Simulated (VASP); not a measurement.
# Sb (Im-3m) in VASP: further runs, part 3 of 3

VASP 6.6.1.

## (4) Relaxation of cell and atoms, LDA

This run uses another cell than the first one, of 26.21 Å³/atom, 0.938 times its volume.

Contents of INCAR:

```
SYSTEM = Sb
  PREC = Accurate
  ENCUT = 600
  EDIFF = 1E-6
  ISMEAR = -1
  SIGMA = 0.05
  LREAL = .FALSE.
  LASPH = .TRUE.
  NELM = 60
  ALGO = Normal
  ISIF = 3
  LWAVE = .FALSE.
  LCHARG = .FALSE.
  GGA = CA
  IBRION = 2
  NSW = 60
  EDIFFG = -0.01
```

Contents of KPOINTS:

```
Automatic mesh
0
G
  10 10 10
  0 0 0
```

Contents of POSCAR:

```
Sb
1.0
   -1.8713408863      1.8713408863      1.8713408863
    1.8713408863     -1.8713408863      1.8713408863
    1.8713408863      1.8713408863     -1.8713408863
Sb
1
Direct
    0.0000000000      0.0000000000      0.0000000000
```

Potentials or basis: VASP PAW LDA potentials, release 64 (Sb).

Run with:

```bash
> cat potpaw_LDA.64/Sb/POTCAR > POTCAR
> mpirun -np 1 vasp_std > vasp.out
```

OUTCAR:

```text
SYSTEM = Sb
   PREC = Accurate
   ENCUT = 600
   EDIFF = 1E-6
   ISMEAR = -1
   LREAL = .FALSE.
   LASPH = .TRUE.
   NELM = 60
   ISIF = 3
   GGA = CA
   IBRION = 2
   NSW = 60
   EDIFFG = -0.01

 ion  position               nearest neighbor table
   1  0.000  0.000  0.000-

  LATTYP: Found a body centered cubic cell.
 ALAT       =     3.7426817726

  Lattice vectors:

 A1 = (  -1.8713408863,   1.8713408863,   1.8713408863)
 A2 = (   1.8713408863,  -1.8713408863,   1.8713408863)
 A3 = (   1.8713408863,   1.8713408863,  -1.8713408863)

Analysis of symmetry for initial positions (statically):
=====================================================================
 Subroutine PRICEL returns:
 Original cell was already a primitive cell.

 Routine SETGRP: Setting up the symmetry group for a
 body centered cubic supercell.

 Subroutine GETGRP returns: Found 48 space group operations
 (whereof 48 operations were pure point group operations)
[... 166 lines left out ...]

  FORCE on cell =-STRESS in cart. coord.  units (eV):
  Direction    XX          YY          ZZ          XY          YZ          ZX
  --------------------------------------------------------------------------------------
  -------------------------------------------------------------------------------------
  Total       -0.1856437     -0.1856437     -0.1856437     -0.0000000      0.0000000     -0.0000000
  in kB      -11.3467655    -11.3467655    -11.3467655     -0.0000000      0.0000000     -0.0000000
  external PRESSURE =     -11.3467655 kB  Pullay stress =       0.0000000 kB
[... 57 lines left out ...]
--------------------------------------- Ionic step        3  -------------------------------------------

 number of electron       5.0000000 magnetization

 Free energy of the ion-electron system (eV)
  ---------------------------------------------------
  ext. energy  EPLUGINS =         0.00000000
  ---------------------------------------------------
  free energy    TOTEN  =        -4.61413869 eV

  energy without entropy =       -4.60517165  energy(sigma->0) =       -4.60965517

 E-fermi :   8.8985     XC(G=0): -10.5551

 val. band max:        8.8981497367   @ k =   0.3000   0.1000   0.1000
 cond. band min:       8.9408403742   @ k =   0.5000   0.5000   0.3000
 fundamental gap:      0.0426906375
 Fermi energy:         8.8985176805

 k-point     1 :       0.0000    0.0000    0.0000
  band No.  band energies     occupation
      1      -4.2855      2.00000
      2      14.6507      0.00000
      3      14.6507      0.00000
      4      14.6507      0.00000
      5      19.3739      0.00000
      6      19.3739      0.00000
[... 199 lines left out ...]
 k-point    24 :      -0.3000    0.3000    0.1000
  band No.  band energies     occupation
      1      -2.1474      2.00000
      2       7.2590      2.00000
      3      10.9479      0.00000
      4      12.3437      0.00000
      5      16.6145      0.00000
      6      17.4722      0.00000

 [... further k-points ...]
[... 5 lines left out ...]
  --------------------------------------------------------------------------------------
  -------------------------------------------------------------------------------------
  Total        0.0002127      0.0002127      0.0002127      0.0000000      0.0000000      0.0000000
  in kB        0.0132138      0.0132138      0.0132138      0.0000000      0.0000000      0.0000000
  external PRESSURE =       0.0132138 kB  Pullay stress =       0.0000000 kB
[... 16 lines left out ...]
  FREE ENERGIE OF THE ION-ELECTRON SYSTEM (eV)
  ---------------------------------------------------
  free  energy   TOTEN  =        -4.6141386887 eV

  energy  without entropy=       -4.6051716502  energy(sigma->0) =       -4.60965517

 reached required accuracy - stopping structural energy minimisation
```

OSZICAR:

```text
N       E                     dE             d eps       ncg     rms          rms(c)
DAV:   1     0.101595472150E+02    0.10160E+02   -0.17917E+03   570   0.615E+02
DAV:   2    -0.436613932478E+01   -0.14526E+02   -0.13894E+02   846   0.801E+01
DAV:   3    -0.461752182620E+01   -0.25138E+00   -0.24694E+00   672   0.118E+01
DAV:   4    -0.461849037649E+01   -0.96855E-03   -0.96853E-03   762   0.993E-01
[... 14 lines left out ...]
       N       E                     dE             d eps       ncg     rms          rms(c)
DAV:   1    -0.461483784481E+01   -0.13407E-02   -0.21996E-02   624   0.868E-01    0.126E-01
DAV:   2    -0.461437772253E+01    0.46012E-03   -0.37010E-04   576   0.163E-01    0.689E-02
DAV:   3    -0.461413927842E+01    0.23844E-03   -0.46099E-04   588   0.126E-01    0.226E-02
DAV:   4    -0.461413868865E+01    0.58976E-06   -0.26600E-06   624   0.171E-02
   3 F= -.46141387E+01 E0= -.46096552E+01  d E =-.152655E-02
```

It took 21 s on 1 thread of Intel Xeon 8259CL, shared host; peak memory 0.14 GiB.

Results:

- Free energy: -4.6141 eV
- Relaxed volume: 25.79 Å³/atom
- Relaxed cell: a = 3.224 Å, b = 3.224 Å, c = 3.224 Å, α = 109.47°, β = 109.47°, γ = 109.47°
- Space group after relaxing (to 0.05 Å): Im-3m (No. 229)
- Energy gained by relaxing: 1.5 meV/atom
- Ionic steps: 3
- Pressure after relaxing: 0.0 GPa

The path:
| step | energy change (eV) | largest force (eV/Å) | pressure (GPa) | volume (Å³) |
| --- | --- | --- | --- | --- |
| 1 | 0.0000 | 0.0000 | -1.13 | 26.21 |
| 2 | -0.0009 | 0.0000 | 0.77 | 25.52 |
| 3 | -0.0015 | 0.0000 | 0.00 | 25.79 |

Final structure:
```
Sb
1.0
    -1.86114    1.86114    1.86114
     1.86114   -1.86114    1.86114
     1.86114    1.86114   -1.86114
Sb
1
Direct
  0.00000 0.00000 0.00000
```

Caveat: spin-orbit coupling is left out, which moves the levels of the heavy elements.

## (5) Relaxation of cell and atoms, PBEsol

This run uses another cell than the first one, of 26.21 Å³/atom, 0.938 times its volume.

Contents of INCAR:

```
PREC = Accurate ; ENCUT = 600
EDIFF = 1E-6 ; ISMEAR = -1
SIGMA = 0.05 ; LREAL = False
LASPH = True ; NELM = 80
ALGO = Normal ; ISIF = 3
LWAVE = False ; LCHARG = False
GGA = PS ; IBRION = 2
NSW = 60 ; EDIFFG = -0.01
```

Contents of KPOINTS:

```
regular mesh
0
Gamma
  10 10 10
```

POSCAR is that of step 4.

Potentials or basis: VASP PAW PBE potentials, release 64 (Sb).

Run with:

```bash
> cat potpaw_PBE.64/Sb/POTCAR > POTCAR
> mpirun -np 1 vasp_std > vasp.out
```

OUTCAR:

```text
PREC = Accurate
   ENCUT = 600
   EDIFF = 1E-6
   ISMEAR = -1
   LREAL = False
   LASPH = True
   NELM = 80
   ISIF = 3
   GGA = PS
   IBRION = 2
   NSW = 60
   EDIFFG = -0.01

 ion  position               nearest neighbor table
   1  0.000  0.000  0.000-

  LATTYP: Found a body centered cubic cell.
 ALAT       =     3.7426817726

  Lattice vectors:

 A1 = (  -1.8713408863,   1.8713408863,   1.8713408863)
 A2 = (   1.8713408863,  -1.8713408863,   1.8713408863)
 A3 = (   1.8713408863,   1.8713408863,  -1.8713408863)

Analysis of symmetry for initial positions (statically):
=====================================================================
 Subroutine PRICEL returns:
 Original cell was already a primitive cell.

 Routine SETGRP: Setting up the symmetry group for a
 body centered cubic supercell.

 Subroutine GETGRP returns: Found 48 space group operations
 (whereof 48 operations were pure point group operations)
 out of a pool of 48 trial point group operations.

The static configuration has the point symmetry O_h .

[... 153 lines left out ...]
  ext. energy  EPLUGINS =         0.00000000
  ---------------------------------------------------
  free energy    TOTEN  =        -4.37535340 eV

  energy without entropy =       -4.36634367  energy(sigma->0) =       -4.37084854

 E-fermi :   8.6444     XC(G=0): -10.4453

 val. band max:        8.6244292020   @ k =  -0.3000   0.4000   0.1000
 cond. band min:       8.6453138434   @ k =   0.3000   0.1000   0.1000
 fundamental gap:      0.0208846414
 Fermi energy:         8.6443654633

 k-point     1 :       0.0000    0.0000    0.0000
  band No.  band energies     occupation
      1      -4.4088      2.00000
      2      14.3578      0.00000
      3      14.3578      0.00000
      4      14.3578      0.00000
      5      19.3642      0.00000
      6      19.3642      0.00000
[... 199 lines left out ...]
 k-point    24 :      -0.3000    0.3000    0.1000
  band No.  band energies     occupation
      1      -2.2978      2.00000
      2       7.0129      2.00000
      3      10.6889      0.00000
      4      12.0588      0.00000
      5      16.3411      0.00000
      6      17.2838      0.00000

 [... further k-points ...]
[... 5 lines left out ...]
  --------------------------------------------------------------------------------------
  -------------------------------------------------------------------------------------
  Total       -0.0018270     -0.0018270     -0.0018270      0.0000000     -0.0000000     -0.0000000
  in kB       -0.1116659     -0.1116659     -0.1116659      0.0000000     -0.0000000     -0.0000000
  external PRESSURE =      -0.1116659 kB  Pullay stress =       0.0000000 kB

 VOLUME and BASIS-vectors are now :
 -----------------------------------------------------------------------------
  energy-cutoff  :      600.00
  volume of cell :       26.21
      direct lattice vectors                 reciprocal lattice vectors
    -1.871340886  1.871340886  1.871340886     0.000000000  0.267188092  0.267188092
     1.871340886 -1.871340886  1.871340886     0.267188092  0.000000000  0.267188092
     1.871340886  1.871340886 -1.871340886     0.267188092  0.267188092  0.000000000

 POSITION                                       TOTAL-FORCE (eV/Angst)
 -----------------------------------------------------------------------------------
      0.00000      0.00000      0.00000        -0.000000     -0.000000      0.000000
 -----------------------------------------------------------------------------------
    total drift:                                0.000000      0.000000     -0.000000

  FREE ENERGIE OF THE ION-ELECTRON SYSTEM (eV)
  ---------------------------------------------------
  free  energy   TOTEN  =        -4.3753534018 eV

  energy  without entropy=       -4.3663436731  energy(sigma->0) =       -4.37084854

 reached required accuracy - stopping structural energy minimisation
```

Wall time 14 s (1 thread of Intel Xeon 8259CL, shared host); peak memory 0.15 GiB.

What came out:

- Free energy: -4.3754 eV
- Pressure after relaxing: 0.0 GPa

Final structure:
```xyz
1
Lattice="-1.8713 1.8713 1.8713 1.8713 -1.8713 1.8713 1.8713 1.8713 -1.8713" Properties=species:S:1:pos:R:3 pbc="T T T"
Sb    0.0000    0.0000    0.0000
```

Caveat: the relaxation stopped at its first step, so nothing moved; the PAW data sets were made with another functional, which shifts forces and pressure a little; spin-orbit coupling is left out, which moves the levels of the heavy elements.

## (6) Overview

```csv
task,level,potentials or basis,cell,cutoff (eV),gap on the mesh (eV),pressure (GPa)
single point,revPBE,"VASP PAW PBE potentials, release 64 (Sb)","a = 3.311 Å, angles 109.5°, 1 atom",520,none,-0.2
single point,BLYP,"VASP PAW PBE potentials, release 64 (Sb)","a = 3.401 Å, angles 109.5°, 1 atom",520,none,0.1
relaxation of cell and atoms,LDA,"VASP PAW LDA potentials, release 64 (Sb)","relaxed from a = 3.241 Å, angles 109.5°, 1 atom",600,none,0.0
relaxation of cell and atoms,PBEsol,"VASP PAW PBE potentials, release 64 (Sb)","relaxed from a = 3.241 Å, angles 109.5°, 1 atom",600,none,0.0
```

Alike in all rows: no spin polarisation; k mesh 10 × 10 × 10; smearing fermi-dirac 0.05 eV.

Caveats: spin-orbit coupling is left out, which moves the levels of the heavy elements; the PAW data sets were made with another functional, which shifts forces and pressure a little (some runs); the relaxation stopped at its first step, so nothing moved (some runs).

Absolute energies hang on the potentials; compare differences alone.
